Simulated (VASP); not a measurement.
Set up this calculation in VASP 6.6.1, as the native input.

```
Task                   : single point
Functional             : PBEsol
Dispersion             : D3(BJ)
Potentials or basis    : VASP PAW PBE potentials, release 64 (P)
Cutoff                 : 520 eV
k mesh                 : 24 × 24 × 24
Occupations            : gaussian, width 0.15 eV
Spin                   : no spin polarisation
Dipole correction      : no
Further INCAR settings : ALGO = Normal; EDIFF = 1e-06; NBANDS = 8
```

The structure of P lies in POSCAR:

```
P
1.0
    2.3904808287      0.0448215155      0.0000000000
    0.0448215155      2.3904808287      0.0000000000
    0.0000000000      0.0000000000      2.3906484192
P
1
Direct
    0.0000000000      0.0000000000      0.0000000000
```

This cell differs from its parent crystal: strain +0.0375 x Voigt [0, 0, 0, 0, 0, 1].

The input as run:

INCAR

```
ALGO = Normal
EDIFF = 1E-6
ENCUT = 520
GGA = PS
ISIF = 2
ISMEAR = 0
IVDW = 12
LASPH = True
LCHARG = False
LREAL = False
LWAVE = False
NBANDS = 8
NELM = 60
PREC = Accurate
SIGMA = 0.15
```

KPOINTS

```
k-points
0
Gamma
  24 24 24
```

Potentials or basis: VASP PAW PBE potentials, release 64 (P).

The run is started by

```bash
$ cat potpaw_PBE.64/P/POTCAR > POTCAR
$ mpirun -np 1 vasp_std > vasp.out
```

It gave:

```json
{"Pressure": "0.2 GPa", "Dispersion energy per atom": "-0.415 eV"}
```

Caveat: the cell differs from its parent crystal (strain +0.0375 x Voigt [0, 0, 0, 0, 0, 1]); the PAW data sets were made with another functional, which shifts forces and pressure a little; pairwise dispersion overbinds metals, which lowers pressure and volume.

Run time: 46 s on 1 thread of Intel(R) Xeon(R) 6975P-C (Granite Rapids) (shared host), peak memory 0.28 GiB.
